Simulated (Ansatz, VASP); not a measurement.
# One calculation of FeSi, two programs

```
Fe Si
1.0
     4.44803    0.00000    0.00000
     0.00000    4.44803    0.00000
     0.00000    0.00000    4.44803
Fe Si
4 4
Direct
  0.13599 0.13599 0.13599
  0.36401 0.86401 0.63599
  0.63599 0.36401 0.86401
  0.86401 0.63599 0.36401
  0.84072 0.84072 0.84072
  0.65928 0.15928 0.34072
  0.34072 0.65928 0.15928
  0.15928 0.34072 0.65928
```

Alike in both runs: functional PBE; k mesh 8 × 8 × 8; occupations gaussian, width 0.01 eV; no spin polarisation.

Ansatz relaxed the structure, and its values are those at the end. VASP's run is a single point on that final structure, the one shown.

|  | VASP | Ansatz |
| --- | --- | --- |
| version | VASP 6.6.1 | Ansatz 0.2.0 |
| potentials or method | VASP PAW PBE potentials, release 64 (Fe, Si), cutoff 520 eV | scalar-relativistic, plane waves, PAW |
| valence electrons in the cell | 48 | 80 |

|  | VASP | Ansatz | Ansatz less VASP |
| --- | --- | --- | --- |
| gap on the k mesh at the Fermi level (eV) | 0.16 | 0.17 | +0.007 |
| least direct gap on the mesh (eV) | 0.17 | 0.18 | +0.005 |
| pressure (GPa) | 0.2 | 0.0 | -0.19 |
| rms of the force components (eV/Å) | 0.014 | 0.000 | -0.0141 |

The functional is the same, so the differences come from potentials, cutoffs and numerics. VASP's potentials hold 48 valence electrons a cell and Ansatz's 80, so a difference there can come from the potentials and not from the codes.
